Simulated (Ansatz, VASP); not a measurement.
**One calculation of BN, two programs**

File POSCAR:

```
BN
1.0
    0.0000000000      1.8048254497      1.8048254497
    1.8048254497      0.0000000000      1.8048254497
    1.8048254497      1.8048254497      0.0000000000
B N
1 1
Direct
    0.0000000000      0.0000000000      0.0000000000
    0.2500000000      0.2500000000      0.2500000000
```

File INCAR.step1:

```
SYSTEM = BN
  PREC = Accurate
  ENCUT = 520
  ISMEAR = 0
  SIGMA = 0.01
  LREAL = .FALSE.
  LASPH = .TRUE.
  NELM = 60
  NBANDS = 11
  GGA = PE
  ALGO = Normal
  EDIFF = 1E-4
  LWAVE = .TRUE.
  LCHARG = .FALSE.
```

Contents of INCAR.step2:

```
SYSTEM = BN
  PREC = Accurate
  ENCUT = 520
  EDIFF = 1E-6
  ISMEAR = 0
  SIGMA = 0.01
  LREAL = .FALSE.
  LASPH = .TRUE.
  NELM = 60
  ALGO = Normal
  ISIF = 2
  LWAVE = .FALSE.
  LCHARG = .FALSE.
  METAGGA = R2SCAN
  LMIXTAU = .TRUE.
  NBANDS = 11
  ISTART = 1
```

KPOINTS

```
Automatic mesh
0
G
  8 8 8
  0 0 0
```

Input for Ansatz:

```yaml
crystal:
  lattice:
    - [0.0, 1.8048254497, 1.8048254497]
    - [1.8048254497, 0.0, 1.8048254497]
    - [1.8048254497, 1.8048254497, 0.0]
  atoms:
    - { symbol: B, position: [0.0, 0.0, 0.0] }
    - { symbol: "N", position: [0.25, 0.25, 0.25] }
kpoints:
  mp_grid: { grid: [8, 8, 8] }
hamiltonian:
  xc: r2scan
scf:
  occupations: { method: fixed }
  n_extra_bands: 4
  mixing: { ndim: 2 }
  max_iter: 90
output:
  forces: true
  stress: true
  eigenvalues: true
```

Alike in both runs: task single point; functional r2SCAN; k mesh 8 × 8 × 8; no spin polarisation.

|  | VASP | Ansatz |
| --- | --- | --- |
| version | VASP 6.6.1 | Ansatz 0.2.0 |
| potentials or method | VASP PAW PBE potentials, release 64 (B, N) | plane waves |
| plane-wave cutoff (eV) | 520 | 500 |
| occupations | gaussian, width 0.01 eV | fixed |
| valence electrons in the cell | 8 | 8 |

Ansatz gave:

* gap on the k mesh at the Fermi level (eV): 5.00
* pressure (GPa): 0.0

Which values does VASP return?

gap on the k mesh at the Fermi level (eV): 4.98; pressure (GPa): 1.1.

VASP's potentials were made for PBE, not for r2SCAN.
